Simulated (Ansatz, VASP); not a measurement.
Two plane-wave programs on Ge4S

```
CELL_PARAMETERS angstrom
4.16950 0.00000 0.00000
-2.08475 3.61089 0.00000
0.00000 0.00000 8.50993
ATOMIC_POSITIONS crystal
Ge 0.00000 0.00000 0.73639
Ge 0.00000 0.00000 0.26361
Ge 0.33333 0.66667 0.35235
Ge 0.33333 0.66667 0.64765
S 0.00000 0.00000 0.00000
```

Alike in both runs: functional PBE; k mesh 5 × 5 × 2; occupations gaussian, width 0.2 eV; no spin polarisation.

Ansatz relaxed the structure, and its values are those at the end. VASP's run is a single point on that final structure, the one shown.

|  | VASP | Ansatz |
| --- | --- | --- |
| version | VASP 6.6.1 | Ansatz 0.2.0 |
| potentials or method | VASP PAW PBE potentials, release 64 (Ge_d, S), cutoff 520 eV | scalar-relativistic, plane waves, PAW |
| valence electrons in the cell | 62 | 62 |

|  | VASP | Ansatz | Ansatz less VASP |
| --- | --- | --- | --- |
| gap on the k mesh at the Fermi level (eV) | none | none | - |
| pressure (GPa) | -0.1 | 0.0 | +0.07 |
| rms of the force components (eV/Å) | 0.013 | 0.012 | -0.0011 |

A gap of «none» marks a metal or a gap that the smearing closes. With one functional, cell and mesh, what is left measures potentials, basis and numerics.

The k mesh is coarse, so the values compare programs but aren't converged.
